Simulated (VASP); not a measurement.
Here is a VASP 6.6.1 calculation.

The input INCAR:

```
PREC = Accurate ; ENCUT = 600
EDIFF = 1E-7 ; ISMEAR = -1
SIGMA = 0.05 ; LREAL = F
LASPH = T ; NELM = 80
ALGO = Normal ; ISIF = 3
LWAVE = F ; LCHARG = F
GGA = PE ; IBRION = 2
NSW = 80 ; EDIFFG = -0.01
```

The input KPOINTS:

```
regular mesh
0
Gamma
  8 8 6
```

The input POSCAR:

```
S
1.0
    3.3190022047      0.0000000000      0.0000000000
   -1.6595011024      2.8743402245      0.0000000000
    0.0000000000      0.0000000000      3.5462996631
S
2
Direct
    0.3333333333      0.6666666667      0.2500000000
    0.6666666667      0.3333333333      0.7500000000
```

Potentials or basis: VASP PAW PBE potentials, release 64 (S).

The run is started by

```console
$ cat potpaw_PBE.64/S/POTCAR > POTCAR
$ mpirun -np 1 vasp_std > vasp.out
```

(1) Estimate the band gap on the k mesh.

(2) What does it give for the relaxed volume?

## Answers

(1) zero (band 6 reaches 7.62 eV, above the bottom of band 7 at 5.91 eV).

(2) 17.06 Å³/atom.
